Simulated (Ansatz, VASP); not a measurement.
FeSi in VASP and in Ansatz

```
Fe Si
1.0
     4.49201    0.00000    0.00000
     0.00000    4.49201    0.00000
     0.00000    0.00000    4.49201
Fe Si
4 4
Direct
  0.13451 0.13451 0.13451
  0.36549 0.86549 0.63451
  0.63451 0.36549 0.86549
  0.86549 0.63451 0.36549
  0.84005 0.84005 0.84005
  0.65995 0.15995 0.34005
  0.34005 0.65995 0.15995
  0.15995 0.34005 0.65995
```

Alike in both runs: functional PBE; k mesh 8 × 8 × 8; occupations gaussian, width 0.01 eV; no spin polarisation.

Ansatz relaxed the structure, and its values are those at the end. VASP's run is a single point on that final structure, the one shown.

|  | VASP | Ansatz |
| --- | --- | --- |
| version | VASP 6.6.1 | Ansatz 0.2.0 |
| potentials or method | VASP PAW PBE potentials, release 64 (Fe, Si), cutoff 520 eV | scalar-relativistic, plane waves, PAW |
| valence electrons in the cell | 48 | 80 |

```tsv
	VASP	Ansatz	Ansatz less VASP
gap on the k mesh at the Fermi level (eV)	0.16	0.17	+0.008
least direct gap on the mesh (eV)	0.17	0.18	+0.006
pressure (GPa)	-5.8	-6.0	-0.15
rms of the force components (eV/Å)	0.014	0.001	-0.0126
```

With one functional, cell and mesh, what is left measures potentials, basis and numerics. VASP's potentials hold 48 valence electrons a cell and Ansatz's 80, so a difference there can come from the potentials and not from the codes. Ansatz's warnings: stress scf threshold loose.
